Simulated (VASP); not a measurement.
The system is MgZn2TeSe2.

```
Mg Zn Te Se
1.0
     4.54286    0.00000    0.00000
     0.00000    4.54286    0.00000
     0.00000    0.00000    5.97740
Mg Zn Te Se
1 2 1 2
Direct
  0.00000 0.00000 0.50000
  0.50000 0.50000 0.27076
  0.50000 0.50000 0.72924
  0.00000 0.00000 0.00000
  0.00000 0.50000 0.00000
  0.50000 0.00000 0.00000
```

```yaml
Program: VASP 6.6.1
Task: relaxation of cell and atoms
Functional: PBE
Potentials_or_basis: VASP PAW PBE potentials, release 64 (Mg, Zn, Te, Se)
Cutoff: 600 eV
k_mesh: 4 × 4 × 4
Occupations: gaussian, width 0.1 eV
Spin: no spin polarisation
```

At the start: pressure 33.6 GPa; volume 20.56 Å³/atom.

Q: Where does the relaxation end?

A: Over 13 steps the energy falls by 1147.6 meV/atom and the volume is 27.92 Å³/atom (+35.8 %); space group P4/mmm (No. 123, to 0.05 Å).

Step by step:
```csv
step,energy change (eV),largest force (eV/Å),pressure (GPa),volume (Å³)
1,0.0000,0.8265,33.64,123.36
2,-5.8056,0.2605,-5.33,212.64
3,-6.3057,0.1971,-1.50,178.84
4,-6.3172,0.2198,-2.54,184.39
5,-6.3193,0.2148,-2.28,182.91
6,-6.7154,0.3542,-1.35,174.29
7,-6.8337,0.5854,-0.24,168.58
8,-6.8373,0.6649,0.14,167.03
9,-6.8378,0.6448,0.05,167.41
10,-6.8710,0.3437,0.08,166.95
11,-6.8847,0.0368,0.24,166.27
12,-6.8852,0.0185,0.21,166.38
13,-6.8858,0.0056,-0.08,167.55
```

Final structure:
```
CELL_PARAMETERS angstrom
5.60395 0.00000 0.00000
0.00000 5.60395 0.00000
0.00000 0.00000 5.33514
ATOMIC_POSITIONS crystal
Mg 0.00000 0.00000 0.50000
Zn 0.50000 0.50000 0.25803
Zn 0.50000 0.50000 0.74197
Te 0.00000 0.00000 0.00000
Se 0.00000 0.50000 0.00000
Se 0.50000 0.00000 0.00000
```

Caveat: the volume moved by over 15 % at a fixed basis, so the end points are rough.
